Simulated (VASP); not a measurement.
# TaN: vibrations by perturbation theory with LDA

TaN:

```
Ta N
1.0
     3.10394    0.00000    0.00000
    -1.55197    2.68809    0.00000
     0.00000    0.00000    6.01018
Ta N
2 2
Cartesian
  0.0000 1.7921 0.1784
  1.5520 0.8960 3.1835
  0.0000 1.7921 2.1355
  1.5520 0.8960 5.1406
```

```
Program                : VASP 6.6.1
Task                   : vibrations by perturbation theory
Functional             : LDA
Potentials or basis    : VASP PAW LDA potentials, release 64 (Ta_pv, N)
Cutoff                 : 520 eV
k mesh                 : 12 × 12 × 8
Occupations            : fermi-dirac, width 0.1 eV
Spin                   : no spin polarisation
Dipole correction      : no
Further INCAR settings : ALGO = Normal; EDIFF = 1e-08; IBRION = 8; NSW = 1
```

| Quantity | Value |
| --- | --- |
| Highest phonon frequency at Γ, LO-TO splitting left out | 684 cm⁻¹ |

Phonon frequencies in cm⁻¹ (negative: imaginary):
| q point | frequencies |
| --- | --- |
| (0.000, 0.000, 0.000) | 0 0 0 79 79 186 388 388 510 510 618 684 |

Run time: 30 min on 1 thread of Intel(R) Xeon(R) Platinum 8175M CPU @ 2.50GHz (Skylake/Cascade Lake) (shared host), peak memory 1.1 GiB.

Caveat: the cell wasn't relaxed at this level first, which shifts response properties.
